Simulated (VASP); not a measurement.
A run of VASP 6.6.1 is set up as follows.

Contents of INCAR:

```
SYSTEM = Mg2WO4
PREC = Accurate ; ENCUT = 520
EDIFF = 1E-6 ; ISMEAR = 0
SIGMA = 0.1 ; LREAL = .FALSE.
LASPH = .TRUE. ; NELM = 100
ALGO = Normal ; ISIF = 2
LWAVE = .FALSE. ; LCHARG = .TRUE.
GGA = PE ; LELF = .TRUE.
LVHAR = .TRUE. ; NBANDS = 30
```

Contents of KPOINTS:

```
regular mesh
0
G
  8 8 8
  0 0 0
```

Contents of POSCAR:

```
Mg2WO4
1.0
    0.0000000000      4.0107100549      4.0107100549
    4.0107100549      0.0000000000      4.0107100549
    4.0107100549      4.0107100549      0.0000000000
Mg W O
2 1 4
Direct
    0.0000000000      0.0000000000      0.0000000000
    0.2500000000      0.2500000000      0.2500000000
    0.5000000000      0.5000000000      0.5000000000
    0.6287436718      0.1137689847      0.6287436718
    0.6287436718      0.6287436718      0.6287436718
    0.1137689847      0.6287436718      0.6287436718
    0.6287436718      0.6287436718      0.1137689847
```

Potentials or basis: VASP PAW PBE potentials, release 64 (Mg, W_sv, O).

Launch:

```bash
$ cat potpaw_PBE.64/Mg/POTCAR potpaw_PBE.64/W_sv/POTCAR potpaw_PBE.64/O/POTCAR > POTCAR
$ mpirun -np 1 vasp_std > vasp.out
```

Problem. Predict the pressure.

Solution. 1.2 GPa.

Problem. Predict the band gap on the k mesh.

Solution. Zero (band 21 reaches 1.82 eV, above the bottom of band 22 at 1.68 eV).

Forces on the atoms (eV/Å):
```
Mg   0.000  0.000  0.000
Mg   0.000  0.000  0.000
W    0.000  0.000  0.000
O   -0.246  0.246 -0.246
O    0.246  0.246  0.246
O    0.246 -0.246 -0.246
O   -0.246 -0.246  0.246
```

Caveat: spin-orbit coupling is left out, which moves the levels of the heavy elements.
